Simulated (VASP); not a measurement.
A run of VASP 6.6.1:

File INCAR:

```
ALGO = Normal ; EDIFF = 1E-6
ENCUT = 520 ; GGA = PE
ISIF = 2 ; ISMEAR = 0
LASPH = True ; LCHARG = True
LELF = True ; LREAL = False
LVHAR = True ; LWAVE = False
NBANDS = 27 ; NELM = 100
PREC = Accurate ; SIGMA = 0.1
```

KPOINTS

```
k-points
0
Gamma
  12 12 6
```

File POSCAR:

```
Hf3C2
1.0
    3.2753129421      0.0000000000      0.0000000000
   -1.6376564710      2.8365042132      0.0000000000
    0.0000000000      0.0000000000      7.8328568376
Hf C
3 2
Direct
    0.0000000000      0.0000000000      0.0000000000
    0.3333333333      0.6666666667      0.6752711059
    0.6666666667      0.3333333333      0.3247288941
    0.3333333333      0.6666666667      0.1745887398
    0.6666666667      0.3333333333      0.8254112602
```

Potentials or basis: VASP PAW PBE potentials, release 64 (Hf_pv, C).

The run is started by

```sh
$ cat potpaw_PBE.64/Hf_pv/POTCAR potpaw_PBE.64/C/POTCAR > POTCAR
$ mpirun -np 1 vasp_std > vasp.out
```

Hardware: 1 thread of Intel(R) Xeon(R) Platinum 8375C CPU @ 2.90GHz (Ice Lake) (shared host).

Q: Estimate the wall time of this run.

A: It took 2.3 min on 1 thread of Intel(R) Xeon(R) Platinum 8375C CPU @ 2.90GHz (Ice Lake), on a shared host, peak memory 0.29 GiB. Counts: scf iterations 14, k points 100.
